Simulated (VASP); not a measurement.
Runs of VASP 6.6.1 on RbCl. The structure is that of space group Fm-3m (No. 225), or close to it. The cells are those of the table. 

| task | level | spin | fixed moment (μB) | cell | k mesh | cutoff (eV) | smearing | k mesh for the DOS | occupations for the DOS | gap on the mesh (eV) | pressure (GPa) |
| --- | --- | --- | --- | --- | --- | --- | --- | --- | --- | --- | --- |
| single point | PBEsol | off | - | a = 4.679 Å, angles 60.0°, 2 atoms | 2 × 2 × 2 | 500 | gaussian 0.1 eV | - | - | (d) | (a) |
| single point | PBE | off | - | a = 4.679 Å, angles 60.0°, 2 atoms | 1 × 1 × 1 | 500 | fermi-dirac 0.17 eV | - | - | (c) | (b) |
| electric field gradients | PBE | collinear, ferromagnetic start | 2.0 | a = 4.679 Å, angles 60.0°, 2 atoms | 1 × 1 × 1, shifted | 400 | gaussian 0.01 eV | - | - | - | 10.9 |
| single point | PBE | off | - | a = 4.452 Å, angles 60.0°, 2 atoms | 4 × 4 × 4 | 500 | gaussian 0.1 eV | - | - | 5.45 | 4.2 |
| single point | PBE | off | - | a = 4.679 Å, angles 60.0°, 2 atoms | 2 × 2 × 2, shifted | 500 | methfessel-paxton 0.059 eV | - | - | 6.36 | 0.5 |
| single point | PBE | off | - | a = 4.679 Å, angles 60.0°, 2 atoms | 4 × 4 × 4 | 500 | tetrahedron | - | - | 4.95 | 0.6 |
| single point | PBE | off | - | a = 4.679 Å, angles 60.0°, 2 atoms | 3 × 3 × 3 | 500 | gaussian 0.1 eV | - | - | 4.94 | 0.6 |

Alike in all rows: potentials or basis VASP PAW PBE potentials, release 64 (Rb_sv, Cl).

**Question.** Estimate the missing entries.

**Answer.** (a) -0.3; (b) 10.1; (c) 4.11; (d) 4.77.

Caveats: some runs use coarse meshes; the PAW data sets were made with another functional, which shifts forces and pressure a little (some runs); the total moment is fixed, so each spin has its own Fermi level (some runs).

A k mesh can miss the band edges, and the runs leave out spin-orbit coupling on Rb.
